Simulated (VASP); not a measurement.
# KTaO3 in VASP: further runs, part 3 of 3

VASP 6.6.1. The steps go on from the part before.

### Step 4. Single point, PBEsol+U

This run uses another cell than the first one, of 12.69 Å³/atom, 1.020 times its volume.

File INCAR:

```
SYSTEM = KTaO3
  PREC = Accurate
  ENCUT = 600
  EDIFF = 1E-6
  ISMEAR = -1
  SIGMA = 0.05
  LREAL = .False.
  LASPH = .True.
  NELM = 200
  ALGO = Normal
  ISIF = 2
  LWAVE = .False.
  LCHARG = .True.
  LMAXMIX = 4
  LDAU = .True.
  LDAUTYPE = 2
  LDAUL = 2 -1 -1
  LDAUU = 2 0 0
  LDAUJ = 0 0 0
  LDAUPRINT = 1
  GGA = PS
  LELF = .True.
  LVHAR = .True.
  NBANDS = 28
  GGA_COMPAT = .False.
```

File KPOINTS:

```
regular mesh
0
Gamma
  7 7 7
  0 0 0
```

File POSCAR:

```
KTaO3
1.0
    3.9883000000      0.0000000000      0.0000000000
    0.0000000000      3.9883000000      0.0000000000
    0.0000000000      0.0000000000      3.9883000000
Ta K O
1 1 3
Direct
    0.0000000000      0.0000000000      0.0000000000
    0.5000000000      0.5000000000      0.5000000000
    0.0000000000      0.0000000000      0.5000000000
    0.0000000000      0.5000000000      0.0000000000
    0.5000000000      0.0000000000      0.0000000000
```

Potentials or basis: VASP PAW PBE potentials, release 64 (Ta_sv_GW, K_sv, O).

Command:

```sh
$ cat potpaw_PBE.64/Ta_sv_GW/POTCAR potpaw_PBE.64/K_sv/POTCAR potpaw_PBE.64/O/POTCAR > POTCAR
$ mpirun -np 1 vasp_std > vasp.out
```

OUTCAR:

```text
SYSTEM = KTaO3
   PREC = Accurate
   ENCUT = 600
   EDIFF = 1E-6
   ISMEAR = -1
   LREAL = .False.
   LASPH = .True.
   NELM = 200
   ISIF = 2
   GGA = PS

 ion  position               nearest neighbor table
   1  0.000  0.000  0.000-   3 1.99   4 1.99   5 1.99   3 1.99   4 1.99   5 1.99   2 3.45   2 3.45
                             2 3.45   2 3.45   2 3.45   2 3.45   2 3.45   2 3.45
   2  0.500  0.500  0.500-   3 2.82   4 2.82   5 2.82   4 2.82   5 2.82   3 2.82   5 2.82   5 2.82
                             3 2.82   4 2.82   4 2.82   3 2.82   1 3.45   1 3.45   1 3.45   1 3.45
   3  0.000  0.000  0.500-   1 1.99   1 1.99   2 2.82   2 2.82   2 2.82   2 2.82
   4  0.000  0.500  0.000-   1 1.99   1 1.99   2 2.82   2 2.82   2 2.82   2 2.82
   5  0.500  0.000  0.000-   1 1.99   1 1.99   2 2.82   2 2.82   2 2.82   2 2.82

  LATTYP: Found a simple cubic cell.
 ALAT       =     3.9883000000

  Lattice vectors:

 A1 = (   3.9883000000,   0.0000000000,   0.0000000000)
 A2 = (   0.0000000000,   3.9883000000,   0.0000000000)
 A3 = (   0.0000000000,   0.0000000000,   3.9883000000)

Analysis of symmetry for initial positions (statically):
=====================================================================
 Subroutine PRICEL returns:
 Original cell was already a primitive cell.

 Routine SETGRP: Setting up the symmetry group for a
 simple cubic supercell.

 Subroutine GETGRP returns: Found 48 space group operations
 (whereof 48 operations were pure point group operations)
 out of a pool of 48 trial point group operations.

The static configuration has the point symmetry O_h .

Analysis of symmetry for dynamics (positions and initial velocities):
=====================================================================
 Subroutine PRICEL returns:
 Original cell was already a primitive cell.

 Routine SETGRP: Setting up the symmetry group for a
 simple cubic supercell.

 Subroutine GETGRP returns: Found 48 space group operations
 (whereof 48 operations were pure point group operations)
 out of a pool of 48 trial point group operations.

The dynamic configuration has the point symmetry O_h .

 Subroutine INISYM returns: Found 48 space group operations
 (whereof 48 operations are pure point group operations),
 and found     1 'primitive' translations

----------------------------------------------------------------------------------------

                                     Primitive cell

  volume of cell :      63.4400

  direct lattice vectors                    reciprocal lattice vectors
     3.988300000  0.000000000  0.000000000     0.250733395  0.000000000  0.000000000
     0.000000000  3.988300000  0.000000000     0.000000000  0.250733395  0.000000000
     0.000000000  0.000000000  3.988300000     0.000000000  0.000000000  0.250733395

  length of vectors
     3.988300000  3.988300000  3.988300000     0.250733395  0.250733395  0.250733395

[... 98 lines left out ...]
   IALGO  =     38    algorithm
   IMIX   =      4    mixing-type and parameters
     AMIX     =   0.40;   BMIX     =  1.00
     AMIX_MAG =   1.60;   BMIX_MAG =  1.00
  volume/ion in A,a.u.               =      12.69        85.62
  Fermi-wavevector in a.u.,A,eV,Ry     =   1.403806  2.652808 26.812600  1.970671
  Thomas-Fermi vector in A             =   2.526431
   LORBIT       =      0    0 simple, 1 ext, 2 COOP (PROOUT), +10 PAW based schemes
 LDA+U is selected, type is set to LDAUTYPE =  2
   angular momentum for each species LDAUL =     2   -1   -1
   U (eV)           for each species LDAUU =   2.0  0.0  0.0
   J (eV)           for each species LDAUJ =   0.0  0.0  0.0
   GGA     = PS    functional components
   LHFCALC =     F    Hartree Fock is set to
   AEXX    =    0.0000 exact exchange contribution
   IVDW    =     0    specifies the selected vdW correction
   LEPSILON=     F    determine dielectric tensor
   LRPA    =     F    only Hartree local field effects (RPA)
 non-spin polarized calculation
  energy-cutoff  :      600.00
  volume of cell :       63.44
 maximum number of plane-waves:      2146
 NGX is ok and might be reduce to    32
   NGX = 15   NGY = 15   NGZ = 15

atom =   1  type =  1  l = 2

 onsite density matrix

spin component  1

  0.1443  0.0000  0.0000  0.0000 -0.0000
  0.0000  0.1443  0.0000  0.0000 -0.0000
  0.0000  0.0000  0.2732  0.0000  0.0000
  0.0000  0.0000  0.0000  0.1443  0.0000
 -0.0000 -0.0000  0.0000  0.0000  0.2732

spin component  2

  0.1443  0.0000  0.0000  0.0000 -0.0000
  0.0000  0.1443  0.0000  0.0000 -0.0000
  0.0000  0.0000  0.2732  0.0000  0.0000
  0.0000  0.0000  0.0000  0.1443  0.0000
 -0.0000 -0.0000  0.0000  0.0000  0.2732

 occupancies and eigenvectors

  o =  0.1443  v =  1.0000  0.0000  0.0000  0.0000  0.0000  0.0000  0.0000  0.0000  0.0000  0.0000      0.0000  0.0000  0.0000  0.0000  0.0000  0.0000  0.0000  0.0000  0.0000  0.0000
  o =  0.1443  v =  0.0000  0.0000  0.0000  0.0000  0.0000  1.0000  0.0000  0.0000  0.0000  0.0000      0.0000  0.0000  0.0000  0.0000  0.0000  0.0000  0.0000  0.0000  0.0000  0.0000
  o =  0.1443  v =  0.0000 -0.2102  0.0000 -0.9777  0.0000  0.0000  0.0000  0.0000  0.0000  0.0000      0.0000  0.0000  0.0000  0.0000  0.0000  0.0000  0.0000  0.0000  0.0000  0.0000
  o =  0.1443  v =  0.0000  0.0000  0.0000  0.0000  0.0000  0.0000 -0.2102  0.0000 -0.9777  0.0000      0.0000  0.0000  0.0000  0.0000  0.0000  0.0000  0.0000  0.0000  0.0000  0.0000
  o =  0.1443  v =  0.0000  0.0000  0.0000  0.0000  0.0000  0.0000  0.9777 -0.0000 -0.2102  0.0000      0.0000  0.0000  0.0000  0.0000  0.0000  0.0000  0.0000  0.0000  0.0000  0.0000
  o =  0.1443  v =  0.0000  0.9777 -0.0000 -0.2102  0.0000  0.0000  0.0000  0.0000  0.0000  0.0000      0.0000  0.0000  0.0000  0.0000  0.0000  0.0000  0.0000  0.0000  0.0000  0.0000
  o =  0.2732  v =  0.0000  0.0000  0.0000  0.0000  0.0000  0.0000 -0.0000 -0.9999 -0.0000  0.0113      0.0000  0.0000  0.0000  0.0000  0.0000  0.0000  0.0000  0.0000  0.0000  0.0000
  o =  0.2732  v =  0.0000 -0.0000 -0.9999 -0.0000  0.0113  0.0000  0.0000  0.0000  0.0000  0.0000      0.0000  0.0000  0.0000  0.0000  0.0000  0.0000  0.0000  0.0000  0.0000  0.0000
  o =  0.2732  v =  0.0000  0.0000  0.0000  0.0000  0.0000  0.0000  0.0000 -0.0113  0.0000 -0.9999      0.0000  0.0000  0.0000  0.0000  0.0000  0.0000  0.0000  0.0000  0.0000  0.0000
  o =  0.2732  v =  0.0000  0.0000 -0.0113  0.0000 -0.9999  0.0000  0.0000  0.0000  0.0000  0.0000      0.0000  0.0000  0.0000  0.0000  0.0000  0.0000  0.0000  0.0000  0.0000  0.0000

 number of electron      39.9999996 magnetization

 Free energy of the ion-electron system (eV)
  ---------------------------------------------------
  ext. energy  EPLUGINS =         0.00000000
  ---------------------------------------------------
  free energy    TOTEN  =       -43.94740738 eV

  energy without entropy =      -43.94740738  energy(sigma->0) =      -43.94740738

 E-fermi :   4.4547     XC(G=0): -11.2646

 val. band max:        3.0890242337   @ k =   0.4286   0.4286   0.4286
 cond. band min:       5.5310714643   @ k =   0.0000   0.0000   0.0000
 fundamental gap:      2.4420472307
 Fermi energy:         4.4547251610

 k-point     1 :       0.0000    0.0000    0.0000
  band No.  band energies     occupation
      1     -64.7773      2.00000
      2     -31.2163      2.00000
      3     -31.2163      2.00000
      4     -31.2163      2.00000
      5     -23.9727      2.00000
      6     -14.3565      2.00000
[... 609 lines left out ...]
     27      13.9559      0.00000
     28      15.1005      0.00000

------------------------ aborting loop because EDIFF is reached ----------------------------------------

  FORCE on cell =-STRESS in cart. coord.  units (eV):
  Direction    XX          YY          ZZ          XY          YZ          ZX
  --------------------------------------------------------------------------------------
  -------------------------------------------------------------------------------------
  Total        0.6930719      0.6930719      0.6930719      0.0000000      0.0000000      0.0000000
  in kB       17.5035222     17.5035222     17.5035222      0.0000000      0.0000000      0.0000000
  external PRESSURE =      17.5035222 kB  Pullay stress =       0.0000000 kB

 VOLUME and BASIS-vectors are now :
 -----------------------------------------------------------------------------
  energy-cutoff  :      600.00
  volume of cell :       63.44
      direct lattice vectors                 reciprocal lattice vectors
     3.988300000  0.000000000  0.000000000     0.250733395  0.000000000  0.000000000
     0.000000000  3.988300000  0.000000000     0.000000000  0.250733395  0.000000000
     0.000000000  0.000000000  3.988300000     0.000000000  0.000000000  0.250733395

 POSITION                                       TOTAL-FORCE (eV/Angst)
 -----------------------------------------------------------------------------------
      0.00000      0.00000      0.00000         0.000000      0.000000      0.000000
      1.99415      1.99415      1.99415         0.000000      0.000000      0.000000
      0.00000      0.00000      1.99415         0.000000      0.000000      0.000000
      0.00000      1.99415      0.00000         0.000000      0.000000      0.000000
      1.99415      0.00000      0.00000         0.000000      0.000000      0.000000
 -----------------------------------------------------------------------------------
    total drift:                                0.000000      0.000000     -0.000000

  FREE ENERGIE OF THE ION-ELECTRON SYSTEM (eV)
  ---------------------------------------------------
  free  energy   TOTEN  =       -43.9474073812 eV

  energy  without entropy=      -43.9474073812  energy(sigma->0) =      -43.94740738
```

It took 26 s on 1 thread of Intel Xeon 6975P-C (Granite Rapids), shared host; peak memory 0.2 GiB.

Results:

```
Free energy            : -43.9474 eV
Pressure               : 1.8 GPa
Band gap on the k mesh : 2.44 eV, indirect (least direct gap 3.03 eV)
```

Levels at points of the mesh, in eV from the valence-band top:
| k point | band 18 | band 19 | band 20 | band 21 | band 22 | band 23 |
| --- | --- | --- | --- | --- | --- | --- |
| (0.00, 0.00, 0.00) | -0.59 | -0.59 | -0.59 | 2.44 | 2.44 | 2.44 |

Eigenvalues of the final occupation matrices:
| site | spin | trace | eigenvalues |
| --- | --- | --- | --- |
| site 1 d | 1 | 0.98 | 0.14 0.14 0.14 0.27 0.27 |
| site 1 d | 2 | 0.98 | 0.14 0.14 0.14 0.27 0.27 |

Caveat: the PAW data sets were made with another functional, which shifts forces and pressure a little; spin-orbit coupling is left out, which moves the levels of the heavy elements. A k mesh can miss the band edges.

### Step 5. Single point, PBEsol+U

This run uses another cell than the first one, of 12.69 Å³/atom, 1.020 times its volume.

File INCAR:

```
SYSTEM = KTaO3
PREC     = Accurate       ! precision mode
ENCUT    = 600            ! plane-wave cutoff, eV
EDIFF    = 1E-6           ! SCF threshold, eV
ISMEAR   = -1             ! smearing method
SIGMA    = 0.05           ! smearing width, eV
LREAL    = .FALSE.        ! projectors in reciprocal space
LASPH    = .TRUE.         ! aspherical terms in the spheres
NELM     = 200            ! most SCF steps
ALGO     = Normal         ! electronic algorithm
ISIF     = 2              ! what is computed and relaxed
LWAVE    = .FALSE.        ! write WAVECAR
LCHARG   = .FALSE.        ! write CHGCAR
LMAXMIX  = 4              ! l up to which the mixer works
LDAU     = .TRUE.         ! DFT+U
LDAUTYPE = 2            
LDAUL    = 2 -1 -1        ! shell
LDAUU    = 5 0 0          ! U, eV
LDAUJ    = 0 0 0        
LDAUPRINT= 1            
GGA      = PS             ! functional
NBANDS   = 28             ! bands
GGA_COMPAT= .FALSE.
```

File KPOINTS:

```
Automatic mesh
0
G
  7 7 7
  0 0 0
```

POSCAR is that of step 4.

Command:

```sh
$ cat potpaw_PBE.64/Ta_sv_GW/POTCAR potpaw_PBE.64/K_sv/POTCAR potpaw_PBE.64/O/POTCAR > POTCAR
$ mpirun -np 1 vasp_std > vasp.out
```

It took 61 s on 1 thread of Intel Xeon Platinum 8488C (Sapphire Rapids), shared host; peak memory 0.2 GiB.

Results (log left out):

* Free energy: -41.7134 eV
* Pressure: 4.9 GPa
* Band gap on the k mesh: 2.87 eV, indirect (least direct gap 3.51 eV)

Levels at points of the mesh, in eV from the valence-band top:
| k point | band 17 | band 18 | band 19 | band 20 | band 21 | band 22 | band 23 | band 24 |
| --- | --- | --- | --- | --- | --- | --- | --- | --- |
| (0.00, 0.00, 0.00) | -1.03 | -0.63 | -0.63 | -0.63 | 2.87 | 2.87 | 2.87 | 6.38 |

Eigenvalues of the final occupation matrices:
```tsv
site	spin	trace	eigenvalues
site 1 d	1	0.91	0.13 0.13 0.13 0.26 0.26
site 1 d	2	0.91	0.13 0.13 0.13 0.26 0.26
```

Caveat: the PAW data sets were made with another functional, which shifts forces and pressure a little; spin-orbit coupling is left out, which moves the levels of the heavy elements.

### Step 6. Single point, PBEsol

This run uses another cell than the first one, of 12.19 Å³/atom, 0.980 times its volume.

File INCAR:

```
ALGO = Normal
EDIFF = 1E-6
ENCUT = 600
GGA = PS
GGA_COMPAT = False
ISIF = 2
ISMEAR = -1
LASPH = True
LCHARG = False
LREAL = False
LWAVE = False
NBANDS = 28
NELM = 120
PREC = Accurate
SIGMA = 0.05
```

File KPOINTS:

```
k-points
0
Gamma
  6 6 6
```

Changes to POSCAR since step 5:

```diff
@@ -2,4 +2,4 @@
 1.0
-    3.9883000000      0.0000000000      0.0000000000
-    0.0000000000      3.9883000000      0.0000000000
+    3.9085340000      0.0000000000      0.0000000000
+    0.0000000000      3.9085340000      0.0000000000
     0.0000000000      0.0000000000      3.9883000000
```

Potentials or basis: VASP PAW PBE potentials, release 64 (Ta_sv_GW, K_sv, O).

Command:

```sh
$ cat potpaw_PBE.64/Ta_sv_GW/POTCAR potpaw_PBE.64/K_sv/POTCAR potpaw_PBE.64/O/POTCAR > POTCAR
$ mpirun -np 1 vasp_std > vasp.out
```

Run time: 1.9 min. Hardware: 1 thread of AMD EPYC 9R45 (Zen 5), shared host; peak memory 0.2 GiB.

Results (log left out):

| Quantity | Value |
| --- | --- |
| Free energy | -45.4191 eV |
| Pressure | 8.9 GPa |
| Band gap on the k mesh | 2.18 eV, indirect (least direct gap 2.77 eV) |

Stress tensor (GPa, compression positive):
```
11.84  0.00  0.00
 0.00 11.84  0.00
 0.00  0.00  3.11
```

Levels at points of the mesh, in eV from the valence-band top:
| k point | band 18 | band 19 | band 20 | band 21 | band 22 | band 23 |
| --- | --- | --- | --- | --- | --- | --- |
| (0.00, 0.00, 0.00) | -0.62 | -0.59 | -0.59 | 2.18 | 2.18 | 2.21 |
| (0.50, 0.00, 0.00) | -1.63 | -0.86 | -0.81 | 2.38 | 5.37 | 5.37 |
| (0.50, 0.50, 0.00) | -1.36 | -1.36 | -0.07 | 5.41 | 5.41 | 6.81 |
| (0.00, 0.00, 0.50) | -1.69 | -0.86 | -0.86 | 2.38 | 5.10 | 5.10 |
| (0.50, 0.00, 0.50) | -1.56 | -1.56 | -0.05 | 5.14 | 5.40 | 6.62 |
| (0.50, 0.50, 0.50) | -0.03 | 0.00 | 0.00 | 6.80 | 6.80 | 6.98 |

Caveat: the PAW data sets were made with another functional, which shifts forces and pressure a little; spin-orbit coupling is left out, which moves the levels of the heavy elements.

### Step 7. The runs side by side

```tsv
level	U	cell	k mesh	cutoff (eV)	gap on the mesh (eV)	pressure (GPa)
r2SCAN	-	a = 3.962 Å, 5 atoms	7 × 7 × 7	660	2.73	4.8
r2SCAN	-	a = 3.907 Å, 5 atoms	7 × 7 × 7	660	2.84	15.4
PBEsol+U	Ta d U = 2.0 eV	a = 3.988 Å, 5 atoms	7 × 7 × 7	600	2.44	1.8
PBEsol+U	Ta d U = 5.0 eV	a = 3.988 Å, 5 atoms	7 × 7 × 7	600	2.87	4.9
PBEsol	-	a = 3.909, b = 3.909, c = 3.988 Å, 5 atoms	6 × 6 × 6	600	2.18	8.9
```

Alike in all rows: task single point; potentials or basis VASP PAW PBE potentials, release 64 (Ta_sv_GW, K_sv, O); no spin polarisation; smearing fermi-dirac 0.05 eV.

Caveats: the PAW data sets were made with another functional, which shifts forces and pressure a little; spin-orbit coupling is left out, which moves the levels of the heavy elements.

Absolute energies hang on the potentials; compare differences alone.
